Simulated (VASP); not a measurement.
# HgTe (I-4m2) in VASP: notebook

The runs below take HgTe through single point, with PBEsol.

Program: VASP 6.6.1. These are calculated values, not measurements. Logs are shortened: lines on timing, memory, paths and dates and some standing lists are left out, and cuts for length are marked.

## Step 1: The cell of the first run

It takes space group I-4m2 (No. 119, tetragonal). The conventional cell has a = 5.881 Å, b = 5.881 Å, c = 3.011 Å, α = 90.00°, β = 90.00°, γ = 90.00°. Hg (site symmetry -4m2) has 2 Hg at 3.01 Å and 8 Te at 3.04 to 3.71 Å within 4.0 Å. Te (site symmetry -4m2) has 2 Te at 3.01 Å and 8 Hg at 3.04 to 3.71 Å within 4.0 Å.

## Step 2: Single point, PBEsol

The input, INCAR:

```
SYSTEM = HgTe
PREC = Accurate
ENCUT = 520
EDIFF = 1E-6
ISMEAR = -1
SIGMA = 0.1
LREAL = .FALSE.
LASPH = .TRUE.
NELM = 100
ALGO = Normal
ISIF = 2
LWAVE = .FALSE.
LCHARG = .FALSE.
GGA = PS
NBANDS = 16
```

The input, KPOINTS:

```
regular mesh
0
G
  8 8 8
  0 0 0
```

The input, POSCAR:

```
HgTe
1.0
   -2.9404973662      2.9404973662      1.5055938012
    2.9404973662     -2.9404973662      1.5055938012
    2.9404973662      2.9404973662     -1.5055938012
Hg Te
1 1
Direct
    0.2500000000      0.7500000000      0.5000000000
    0.0000000000      0.0000000000      0.0000000000
```

Potentials or basis: VASP PAW PBE potentials, release 64 (Hg, Te).

Command:

```sh
$ cat potpaw_PBE.64/Hg/POTCAR potpaw_PBE.64/Te/POTCAR > POTCAR
$ mpirun -np 1 vasp_std > vasp.out
```

OUTCAR:

```text
SYSTEM = HgTe
   PREC = Accurate
   ENCUT = 520
   EDIFF = 1E-6
   ISMEAR = -1
   LREAL = .FALSE.
   LASPH = .TRUE.
   NELM = 100
   ISIF = 2
   GGA = PS

 ion  position               nearest neighbor table
   1  0.250  0.750  0.500-   2 3.04   2 3.04   2 3.04   2 3.04   2 3.71   2 3.71   2 3.71   2 3.71

   2  0.000  0.000  0.000-   1 3.04   1 3.04   1 3.04   1 3.04   1 3.71   1 3.71   1 3.71   1 3.71

  LATTYP: Found a body centered tetragonal cell.
 ALAT       =     5.8809947324
 C/A-ratio  =     0.5120201155

  Lattice vectors:

 A1 = (  -2.9404973662,   2.9404973662,   1.5055938012)
 A2 = (   2.9404973662,  -2.9404973662,   1.5055938012)
 A3 = (   2.9404973662,   2.9404973662,  -1.5055938012)

Analysis of symmetry for initial positions (statically):
=====================================================================
 Subroutine PRICEL returns:
 Original cell was already a primitive cell.

 Routine SETGRP: Setting up the symmetry group for a
 body centered tetragonal supercell.

 Subroutine GETGRP returns: Found  8 space group operations
 (whereof  8 operations were pure point group operations)
 out of a pool of 16 trial point group operations.

The static configuration has the point symmetry D_2d.

Analysis of symmetry for dynamics (positions and initial velocities):
=====================================================================
 Subroutine PRICEL returns:
 Original cell was already a primitive cell.

 Routine SETGRP: Setting up the symmetry group for a
 body centered tetragonal supercell.

 Subroutine GETGRP returns: Found  8 space group operations
 (whereof  8 operations were pure point group operations)
 out of a pool of 16 trial point group operations.

The dynamic configuration has the point symmetry D_2d.

 Subroutine INISYM returns: Found  8 space group operations
 (whereof  8 operations are pure point group operations),
 and found     1 'primitive' translations

----------------------------------------------------------------------------------------

                                     Primitive cell

  volume of cell :      52.0726

  direct lattice vectors                    reciprocal lattice vectors
    -2.940497366  2.940497366  1.505593801     0.000000000  0.170039261  0.332094885
     2.940497366 -2.940497366  1.505593801     0.170039261  0.000000000  0.332094885
     2.940497366  2.940497366 -1.505593801     0.170039261  0.170039261  0.000000000

  length of vectors
     4.422653300  4.422653300  4.422653300     0.373095648  0.373095648  0.240471829

  position of ions in fractional coordinates (direct lattice)
     0.250000000  0.750000000  0.500000000
     0.000000000  0.000000000  0.000000000

  ion indices of the primitive-cell ions
   primitive index   ion index
                 1           1
                 2           2

----------------------------------------------------------------------------------------

 KPOINTS: regular mesh

Automatic generation of k-mesh.
 Grid dimensions read from file:
 generate k-points for:    8    8    8

 Generating k-lattice:

  Cartesian coordinates                     Fractional coordinates (reciprocal lattice)
     0.000000000  0.021254908  0.041511861     0.125000000 -0.000000000  0.000000000
     0.021254908  0.000000000  0.041511861    -0.000000000  0.125000000  0.000000000
     0.021254908  0.021254908  0.000000000     0.000000000  0.000000000  0.125000000

  Length of vectors
     0.046636956  0.046636956  0.030058979

  Shift w.r.t. Gamma in fractional coordinates (k-lattice)
     0.000000000  0.000000000  0.000000000

 Subroutine IBZKPT returns following result:
 ===========================================

 Found     59 irreducible k-points:

 Following reciprocal coordinates:
            Coordinates               Weight
  0.000000  0.000000  0.000000      1.000000
  0.125000  0.000000  0.000000      8.000000
  0.250000  0.000000  0.000000      8.000000
  0.375000  0.000000 -0.000000      8.000000
  0.500000  0.000000  0.000000      4.000000
  0.125000  0.125000  0.000000      8.000000
[... 16 lines left out ...]
  0.250000  0.125000  0.125000     16.000000
  0.375000  0.125000  0.125000      8.000000
 [... further k-points ...]
   k-points           NKPTS =     59   k-points in BZ     NKDIM =     59   number of bands    NBANDS=     16
   number of dos      NEDOS =    301   number of ions     NIONS =      2
   total plane-waves  NPLWV =  46656
   dimension x,y,z NGX =    36 NGY =   36 NGZ =   36
   dimension x,y,z NGXF=    72 NGYF=   72 NGZF=   72
   ions per type =               1   1
   NGX,Y,Z   is equivalent  to a cutoff of  13.53, 13.53, 13.53 a.u.
   NGXF,Y,Z  is equivalent  to a cutoff of  27.06, 27.06, 27.06 a.u.
 SYSTEM =  HgTe
   PREC   = accura    normal or accurate (medium, high low for compatibility)
   ISTART =      0    job   : 0-new  1-cont  2-samecut
   ICHARG =      2    charge: 1-file 2-atom 10-const
   ISPIN  =      1    spin polarized calculation?
   LNONCOLLINEAR =      F non collinear calculations
   LSORBIT =      F    spin-orbit coupling
   LASPH  =      T    aspherical Exc in radial PAW
   ENCUT  =  520.0 eV  38.22 Ry    6.18 a.u.   8.22  8.22  8.22*2*pi/ulx,y,z
   NELM   =    100;   NELMIN=  2; NELMDL= -5     # of ELM steps
   EDIFF  = 0.1E-05   stopping-criterion for ELM
   LREAL  =      F    real-space projection
   EDIFFG = 0.1E-04   stopping-criterion for IOM
   NSW    =      0    number of steps for IOM
   IBRION =     -1    ionic relax: 0-MD 1-quasi-New 2-CG
   NFREE  =      0    steps in history (QN), initial steepest desc. (CG)
   ISIF   =      2    stress and relaxation
   ISYM   =      2    0-nonsym 1-usesym 2-fastsym
   POTIM  = 0.5000    time-step for ionic-motion
   TEBEG  =    0.0;   TEEND  =   0.0 temperature during run
   PSTRESS=    0.0 pullay stress
   NELECT =      18.0000    total number of electrons
   NUPDOWN=      -1.0000    fix difference up-down
   EMIN   =  10.00;   EMAX   =-10.00  energy-range for DOS
   EFERMI =   0.00;   METHOD = LEGACY
   ISMEAR =    -1;   SIGMA  =   0.10  broadening in eV -4-tet -1-fermi 0-gaus
   EFERMI_NEDOS =   21; number of points for ismear=-14 and -15
   IALGO  =     38    algorithm
   IMIX   =      4    mixing-type and parameters
     AMIX     =   0.40;   BMIX     =  1.00
     AMIX_MAG =   1.60;   BMIX_MAG =  1.00
  volume/ion in A,a.u.               =      26.04       175.70
  Fermi-wavevector in a.u.,A,eV,Ry     =   1.148936  2.171174 17.960426  1.320054
  Thomas-Fermi vector in A             =   2.285608
   LORBIT       =      0    0 simple, 1 ext, 2 COOP (PROOUT), +10 PAW based schemes
   GGA     = PS    functional components
   LHFCALC =     F    Hartree Fock is set to
   AEXX    =    0.0000 exact exchange contribution
   IVDW    =     0    specifies the selected vdW correction
   LEPSILON=     F    determine dielectric tensor
   LRPA    =     F    only Hartree local field effects (RPA)
 non-spin polarized calculation
  energy-cutoff  :      520.00
  volume of cell :       52.07
 maximum number of plane-waves:      1421
 NGX is ok and might be reduce to    36
   NGX = 17   NGY = 17   NGZ = 17

 number of electron      18.0000001 magnetization

 Free energy of the ion-electron system (eV)
  ---------------------------------------------------
  ext. energy  EPLUGINS =         0.00000000
  ---------------------------------------------------
  free energy    TOTEN  =        -4.17991365 eV

  energy without entropy =       -4.16369317  energy(sigma->0) =       -4.17180341

 E-fermi :   5.4936     XC(G=0): -10.4987

 val. band max:        5.4887446561   @ k =  -0.2500   0.5000   0.1250
 cond. band min:       5.5720963374   @ k =   0.5000   0.5000   0.1250
 fundamental gap:      0.0833516813
 Fermi energy:         5.4936040985

 k-point     1 :       0.0000    0.0000    0.0000
  band No.  band energies     occupation
      1      -7.7719      2.00000
      2      -2.4501      2.00000
      3      -1.6349      2.00000
      4      -1.5120      2.00000
      5      -0.9477      2.00000
      6      -0.9477      2.00000
[... 8 lines left out ...]
     15      15.9608      0.00000
     16      17.3082      0.00000

 k-point     2 :       0.1250    0.0000    0.0000
  band No.  band energies     occupation
      1      -7.4877      2.00000
      2      -2.1736      2.00000
      3      -1.5943      2.00000
      4      -1.5413      2.00000
      5      -1.1138      2.00000
      6      -1.1078      2.00000
[... 8 lines left out ...]
     15      15.5703      0.00000
     16      15.9518      0.00000

 k-point     3 :       0.2500    0.0000    0.0000
  band No.  band energies     occupation
      1      -6.6764      2.00000
      2      -1.6337      2.00000
      3      -1.5832      2.00000
      4      -1.4710      2.00000
      5      -1.3998      2.00000
      6      -1.3746      2.00000
[... 8 lines left out ...]
     15      14.3769      0.00000
     16      15.4058      0.00000

 k-point     4 :       0.3750    0.0000   -0.0000
  band No.  band energies     occupation
      1      -5.5307      2.00000
      2      -1.8528      2.00000
      3      -1.7397      2.00000
      4      -1.5439      2.00000
      5      -1.2988      2.00000
      6      -0.9397      2.00000
[... 8 lines left out ...]
     15      13.4632      0.00000
     16      17.1590      0.00000
[... 324 lines left out ...]
 k-point    22 :       0.1250    0.1250    0.1250
  band No.  band energies     occupation
      1      -6.5474      2.00000
      2      -1.6964      2.00000
      3      -1.6092      2.00000
      4      -1.4800      2.00000
      5      -1.4281      2.00000
      6      -1.3034      2.00000
[... 8 lines left out ...]
     15      13.9722      0.00000
     16      15.0522      0.00000

 k-point    23 :       0.2500    0.1250    0.1250
  band No.  band energies     occupation
      1      -5.4432      2.00000
      2      -1.8819      2.00000
      3      -1.7047      2.00000
      4      -1.5315      2.00000
      5      -1.3043      2.00000
      6      -0.9975      2.00000
[... 8 lines left out ...]
     15      13.8404      0.00000
     16      15.2651      0.00000

 k-point    24 :       0.3750    0.1250    0.1250
  band No.  band energies     occupation
      1      -4.7620      2.00000
      2      -2.0531      2.00000
      3      -1.7143      2.00000
      4      -1.4347      2.00000
      5      -1.2786      2.00000
      6      -1.0271      2.00000
[... 8 lines left out ...]
     15      14.2971      0.00000
     16      15.3938      0.00000

 [... further k-points ...]
[... 5 lines left out ...]
  --------------------------------------------------------------------------------------
  -------------------------------------------------------------------------------------
  Total        0.2311371      0.2311371      1.1120048      0.0000000      0.0000000      0.0000000
  in kB        7.1116574      7.1116574     34.2143144      0.0000000      0.0000000      0.0000000
  external PRESSURE =      16.1458764 kB  Pullay stress =       0.0000000 kB

 VOLUME and BASIS-vectors are now :
 -----------------------------------------------------------------------------
  energy-cutoff  :      520.00
  volume of cell :       52.07
      direct lattice vectors                 reciprocal lattice vectors
    -2.940497366  2.940497366  1.505593801     0.000000000  0.170039261  0.332094885
     2.940497366 -2.940497366  1.505593801     0.170039261  0.000000000  0.332094885
     2.940497366  2.940497366 -1.505593801     0.170039261  0.170039261  0.000000000

 POSITION                                       TOTAL-FORCE (eV/Angst)
 -----------------------------------------------------------------------------------
      2.94050     -0.00000      0.75280        -0.000000      0.000000     -0.000000
      0.00000      0.00000      0.00000         0.000000     -0.000000      0.000000
 -----------------------------------------------------------------------------------
    total drift:                                0.000000     -0.000000      0.000000

  FREE ENERGIE OF THE ION-ELECTRON SYSTEM (eV)
  ---------------------------------------------------
  free  energy   TOTEN  =        -4.1799136541 eV

  energy  without entropy=       -4.1636931704  energy(sigma->0) =       -4.17180341
```

It took 2.2 min on 1 thread of AMD EPYC 7R13, shared host; peak memory 0.2 GiB.

Results:

| Property | Result |
| --- | --- |
| Free energy | -4.1799 eV |
| Pressure | 1.6 GPa |
| Band gap on the k mesh | zero (band 9 reaches 7.19 eV, above the bottom of band 10 at 3.79 eV) |

Stress tensor (GPa, compression positive):
```
0.71 0.00 0.00
0.00 0.71 0.00
0.00 0.00 3.42
```

Caveat: the PAW data sets were made with another functional, which shifts forces and pressure a little; spin-orbit coupling is left out, which moves the levels of the heavy elements.

## Step 3: Single point, PBEsol

This run uses another cell than the first one, of 26.76 Å³/atom, 1.028 times its volume.

The input, INCAR:

```
ALGO = Normal
EDIFF = 1E-6
ENCUT = 520
GGA = PS
ISIF = 2
ISMEAR = -1
LASPH = True
LCHARG = False
LREAL = False
LWAVE = False
NBANDS = 16
NELM = 80
PREC = Accurate
SIGMA = 0.1
```

The input, KPOINTS:

```
k-points
0
Gamma
  8 8 8
```

The input, POSCAR:

```
HgTe
1.0
   -2.9674759133      2.9674759133      1.5194073600
    2.9674759133     -2.9674759133      1.5194073600
    2.9674759133      2.9674759133     -1.5194073600
Hg Te
1 1
Direct
    0.2500000000      0.7500000000      0.5000000000
    0.0000000000      0.0000000000      0.0000000000
```

Potentials or basis: VASP PAW PBE potentials, release 64 (Hg, Te).

Command:

```sh
$ cat potpaw_PBE.64/Hg/POTCAR potpaw_PBE.64/Te/POTCAR > POTCAR
$ mpirun -np 1 vasp_std > vasp.out
```

OUTCAR:

```text
EDIFF = 1E-6
   ENCUT = 520
   GGA = PS
   ISIF = 2
   ISMEAR = -1
   LASPH = True
   LREAL = False
   NELM = 80
   PREC = Accurate

 ion  position               nearest neighbor table
   1  0.250  0.750  0.500-   2 3.06   2 3.06   2 3.06   2 3.06   2 3.74   2 3.74   2 3.74   2 3.74

   2  0.000  0.000  0.000-   1 3.06   1 3.06   1 3.06   1 3.06   1 3.74   1 3.74   1 3.74   1 3.74

  LATTYP: Found a body centered tetragonal cell.
 ALAT       =     5.9349518266
 C/A-ratio  =     0.5120201155
[... 195 lines left out ...]
      6      -1.1977      2.00000
[... 433 lines left out ...]
      3      -1.9207      2.00000
      4      -1.6592      2.00000
      5      -1.5053      2.00000
      6      -1.2555      2.00000
[... 8 lines left out ...]
     15      13.9089      0.00000
     16      14.9555      0.00000

 [... further k-points ...]
[... 5 lines left out ...]
  --------------------------------------------------------------------------------------
  -------------------------------------------------------------------------------------
  Total       -0.2538952     -0.2538952      0.4711894      0.0000000      0.0000000      0.0000000
  in kB       -7.6007493     -7.6007493     14.1057928      0.0000000      0.0000000      0.0000000
  external PRESSURE =      -0.3652353 kB  Pullay stress =       0.0000000 kB

 VOLUME and BASIS-vectors are now :
 -----------------------------------------------------------------------------
  energy-cutoff  :      520.00
  volume of cell :       53.52
      direct lattice vectors                 reciprocal lattice vectors
    -2.967475913  2.967475913  1.519407360     0.000000000  0.168493364  0.329075673
     2.967475913 -2.967475913  1.519407360     0.168493364  0.000000000  0.329075673
     2.967475913  2.967475913 -1.519407360     0.168493364  0.168493364  0.000000000

 POSITION                                       TOTAL-FORCE (eV/Angst)
 -----------------------------------------------------------------------------------
      2.96748     -0.00000      0.75970         0.000000     -0.000000     -0.000000
      0.00000      0.00000      0.00000        -0.000000      0.000000      0.000000
 -----------------------------------------------------------------------------------
    total drift:                                0.000000     -0.000000      0.000000

  FREE ENERGIE OF THE ION-ELECTRON SYSTEM (eV)
  ---------------------------------------------------
  free  energy   TOTEN  =        -4.1872386039 eV

  energy  without entropy=       -4.1703325923  energy(sigma->0) =       -4.17878560
```

It took 2.2 min on 1 thread of AMD EPYC 7R13, shared host; peak memory 0.2 GiB.

What came out:

| Quantity | Value |
| --- | --- |
| Free energy | -4.1872 eV |
| Pressure | 0.0 GPa |
| Band gap on the k mesh | zero (band 9 reaches 6.86 eV, above the bottom of band 10 at 3.51 eV) |

Stress tensor (GPa, compression positive):
```
-0.76  0.00  0.00
 0.00 -0.76  0.00
 0.00  0.00  1.41
```

Caveat: the PAW data sets were made with another functional, which shifts forces and pressure a little; spin-orbit coupling is left out, which moves the levels of the heavy elements.
